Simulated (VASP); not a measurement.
TePb, 2 atoms in the cell. Symmetry: Fm-3m, No. 225, cubic system. The conventional cell has a = 5.998 Å, b = 5.998 Å, c = 5.998 Å, α = 90.00°, β = 90.00°, γ = 90.00°. Within 3.9 Å of Pb (site symmetry m-3m) lie 6 Te at 3.00 Å. Te (site symmetry m-3m) has 6 Pb at 3.00 Å within 3.9 Å. 

```yaml
Program: VASP 6.6.1
Task: single point
Functional: RPBE
Dispersion: D3(BJ)
Potentials_or_basis: VASP PAW PBE potentials, release 64 (Pb_d, Te)
Cutoff: 520 eV
k_mesh: 7 × 7 × 7
Occupations: fermi-dirac, width 0.05 eV
Spin: no spin polarisation
Dipole_correction: no
Further_INCAR_settings: ALGO = Normal; EDIFF = 1e-06; NBANDS = 17
```

Potentials or basis: VASP PAW PBE potentials, release 64 (Pb_d, Te).

Command:

```bash
$ cat potpaw_PBE.64/Pb_d/POTCAR potpaw_PBE.64/Te/POTCAR > POTCAR
$ mpirun -np 1 vasp_std > vasp.out
```

Hardware: 1 thread of Intel Xeon 6975P-C (shared host).

Q: How long does it take, and how much memory?

A: Wall time 15 s on 1 thread of Intel Xeon 6975P-C, with other jobs on the host, peak memory 0.19 GiB. Counts: scf iterations 12, k points 20.
